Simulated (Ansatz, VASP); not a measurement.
# CuO: VASP beside Ansatz

File INCAR:

```
ALGO     = Normal         # electronic algorithm
EDIFF    = 1E-6           # SCF threshold, eV
ENCUT    = 520            # plane-wave cutoff, eV
GGA      = PE             # functional
ISIF     = 2              # what is computed and relaxed
ISMEAR   = -1             # smearing method
ISPIN    = 2              # spin polarisation
LASPH    = True           # aspherical terms in the spheres
LCHARG   = True           # write CHGCAR
LDAU     = True           # DFT+U
LDAUJ    = 0 0          
LDAUL    = 2 -1           # shell
LDAUPRINT= 1            
LDAUTYPE = 2            
LDAUU    = 4 0            # U, eV
LELF     = True           # ELF
LMAXMIX  = 4              # l up to which the mixer works
LORBIT   = 11             # projections on sites
LREAL    = False          # projectors in reciprocal space
LVHAR    = True         
LWAVE    = False          # write WAVECAR
MAGMOM   = 1 1 -1 -1 0 0 0 0 # initial moments
NBANDS   = 48             # bands
NELM     = 150            # most SCF steps
PREC     = Accurate       # precision mode
SIGMA    = 0.1            # smearing width, eV
```

KPOINTS

```
k-points
0
Gamma
  4 8 4
```

Contents of POSCAR:

```
CuO
1.0
    4.6927000000     -3.4283000000      0.0000000000
    2.3463500000      1.7141500000      0.0000000000
   -0.8519200000      0.0000000000      5.0658700000
Cu O
4 4
Direct
    0.0016500000      0.4967000000      0.0000000000
    0.5016500000      0.4967000000      0.0000000000
    0.2483500000      0.0033000000      0.5000000000
    0.7483500000      0.0033000000      0.5000000000
    0.2859500000      0.4073000000      0.2602000000
    0.7859500000      0.4073000000      0.2602000000
    0.2036500000      0.5719000000      0.7602000000
    0.7036500000      0.5719000000      0.7602000000
```

Input for Ansatz:

```yaml
crystal:
  lattice:
    - [4.6927, -3.4283, 0.0]
    - [2.34635, 1.71415, 0.0]
    - [-0.85192, 0.0, 5.06587]
  atoms:
    - { symbol: Cu, position: [0.00165, 0.4967, 0.0], spin: 1.0 }
    - { symbol: Cu, position: [0.50165, 0.4967, 0.0], spin: 1.0 }
    - { symbol: Cu, position: [0.24835, 0.0033, 0.5], spin: -1.0 }
    - { symbol: Cu, position: [0.74835, 0.0033, 0.5], spin: -1.0 }
    - { symbol: O, position: [0.28595, 0.4073, 0.2602] }
    - { symbol: O, position: [0.78595, 0.4073, 0.2602] }
    - { symbol: O, position: [0.20365, 0.5719, 0.7602] }
    - { symbol: O, position: [0.70365, 0.5719, 0.7602] }
magnetization:
  spin_polarized: true
hamiltonian:
  xc: pbe
  pseudopotentials: { kind: paw }
  hubbard: { sites: [{ species: Cu, l: d, u_eff: 4.0 }] }
basis:
  ecutwfc: 420
kpoints:
  mp_grid: { grid: [4, 8, 4] }
scf:
  occupations: { method: fermi_dirac, width: 0.1 }
  lower_state_search: "off"
output:
  forces: true
  stress: true
  write_density: true
  write_potential: true
  elf: true
  volumetric_format: npy
```

Alike in both runs: task single point; functional PBE; k mesh 4 × 8 × 4; occupations fermi-dirac, width 0.1 eV; collinear spin; Hubbard terms Cu d U = 4.0 eV.

|  | VASP | Ansatz |
| --- | --- | --- |
| version | VASP 6.6.1 | Ansatz 0.2.0 |
| potentials or method | VASP PAW PBE potentials, release 64 (Cu, O), cutoff 520 eV | PAW, plane waves, scalar-relativistic |
| valence electrons in the cell | 68 | 100 |

|  | VASP | Ansatz | Ansatz less VASP |
| --- | --- | --- | --- |
| pressure (GPa) | 4.1 | 7.7 | +3.55 |
| traceless stress, the component that is largest in VASP (GPa) | -1.50 | -2.34 | -0.845 |
| rms of the force components (eV/Å) | 0.582 | 0.623 | +0.0408 |
| net moment per atom (μB) | 0.00 | 0.00 | 0.000 |
| size of the moment on the site where the two differ most (μB) | 0.57 | 0.52 | -0.047 |

Site moments also hang on the region over which each program counts them. The programs project onto different local orbitals, so the same U acts differently, and such runs can settle in different states. Atom by atom the forces differ by 0.041 eV/Å (rms over components). VASP's potentials hold 68 valence electrons a cell and Ansatz's 100, so a difference there can come from the potentials and not from the codes.
